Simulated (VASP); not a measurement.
Here is a VASP 6.6.1 calculation.

The input INCAR:

```
SYSTEM = BN
PREC = Accurate
ENCUT = 520
EDIFF = 1E-6
ISMEAR = 0
SIGMA = 0.02
LREAL = .False.
LASPH = .True.
NELM = 60
ALGO = Normal
ISIF = 2
LWAVE = .False.
LCHARG = .False.
GGA = PE
IVDW = 12
NBANDS = 11
```

File KPOINTS:

```
Automatic mesh
0
Gamma
  12 12 12
  0 0 0
```

File POSCAR:

```
BN
1.0
    2.5080409239      0.0000000000      0.0000000000
   -1.2467107647      2.1762310413      0.0000000000
   -0.6306650796     -1.0881155206      3.0225400000
B N
1 1
Direct
    0.9909677196      0.9910688555     -0.0066310177
    0.6571812804      0.3248151445      0.9934360177
```

Potentials or basis: VASP PAW PBE potentials, release 64 (B, N).

Launch:

```bash
$ cat potpaw_PBE.64/B/POTCAR potpaw_PBE.64/N/POTCAR > POTCAR
$ mpirun -np 1 vasp_std > vasp.out
```

(1) Estimate the largest force.

(2) Predict the band gap on the k mesh.

Results:

(1) 0.008 eV/Å.

(2) 2.95 eV (least direct gap 4.51 eV).
